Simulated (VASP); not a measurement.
Write the native input for VASP 6.6.1 that does the following.

- Task: band structure
- Functional: LDA
- Potentials or basis: VASP PAW LDA potentials, release 64 (S, W_sv)
- Cutoff: 520 eV
- k mesh: 10 × 10 × 1
- Occupations: gaussian, width 0.03 eV
- Spin: no spin polarisation
- Tolerance level: tight
- Dipole correction: yes
- Purpose: bands
- Route: KPOINTS_OPT
- Further INCAR settings: ALGO = Normal; EDIFF = 1e-07; NBANDS = 36; NELMDL = -8

The structure of WS2 lies in POSCAR:

```
WS2
1.0
    3.1580000000      0.0000000000      0.0000000000
   -1.5790000000     -2.7349082252      0.0000000000
    0.0000000000      0.0000000000    -19.1303570000
S W
2 1
Direct
    0.0000000000      0.0000000000      0.4181835185
    1.0000000000      1.0000000000      0.5818164815
    0.6666666667      0.3333333333      0.5009826354
```

One way to write it, as run:

INCAR

```
GGA      = CA             # functional
LDIPOL   = True         
IDIPOL   = 3            
DIPOL    = 0.5 0.5 0.500
ISMEAR   = 0              # smearing method
SIGMA    = 0.03           # smearing width, eV
LWAVE    = False          # write WAVECAR
LCHARG   = False          # write CHGCAR
NBANDS   = 36             # bands
PREC     = Accurate       # precision mode
LASPH    = True           # aspherical terms in the spheres
LREAL    = False          # projectors in reciprocal space
ALGO     = Normal         # electronic algorithm
EDIFF    = 1E-7           # SCF threshold, eV
NELM     = 120            # most SCF steps
GGA_COMPAT= False        
ENCUT    = 520            # plane-wave cutoff, eV
EFERMI   = MIDGAP       
LMAXMIX  = 4              # l up to which the mixer works
NELMDL   = -8
```

KPOINTS

```
Automatic mesh
0
Gamma
  10 10 1
  0 0 0
```

KPOINTS_OPT

```
path GMKGALHA,LM,KH
32
line-mode
reciprocal
 0.0000000000  0.0000000000  0.0000000000  G
 0.5000000000  0.0000000000  0.0000000000  M

 0.5000000000  0.0000000000  0.0000000000  M
 0.3333333333  0.3333333333  0.0000000000  K

 0.3333333333  0.3333333333  0.0000000000  K
 0.0000000000  0.0000000000  0.0000000000  G

 0.0000000000  0.0000000000  0.0000000000  G
 0.0000000000  0.0000000000  0.5000000000  A

 0.0000000000  0.0000000000  0.5000000000  A
 0.5000000000  0.0000000000  0.5000000000  L

 0.5000000000  0.0000000000  0.5000000000  L
 0.3333333333  0.3333333333  0.5000000000  H

 0.3333333333  0.3333333333  0.5000000000  H
 0.0000000000  0.0000000000  0.5000000000  A

 0.5000000000  0.0000000000  0.5000000000  L
 0.5000000000  0.0000000000  0.0000000000  M

 0.3333333333  0.3333333333  0.0000000000  K
 0.3333333333  0.3333333333  0.5000000000  H
```

Potentials or basis: VASP PAW LDA potentials, release 64 (S, W_sv).

Command:

```bash
$ cat potpaw_LDA.64/S/POTCAR potpaw_LDA.64/W_sv/POTCAR > POTCAR
$ mpirun -np 1 vasp_std > vasp.out
```

Results of the run:

- Largest force: 0.609 eV/Å
- Band gap on the k mesh: 2.17 eV (least direct gap 2.24 eV)
- Band gap along the path: 1.89 eV

Caveat: spin-orbit coupling is left out, which moves the levels of the heavy elements.

Run time: 6.2 min on 1 thread of Intel(R) Xeon(R) 6975P-C (Granite Rapids), with other jobs on the host, peak memory 0.28 GiB.
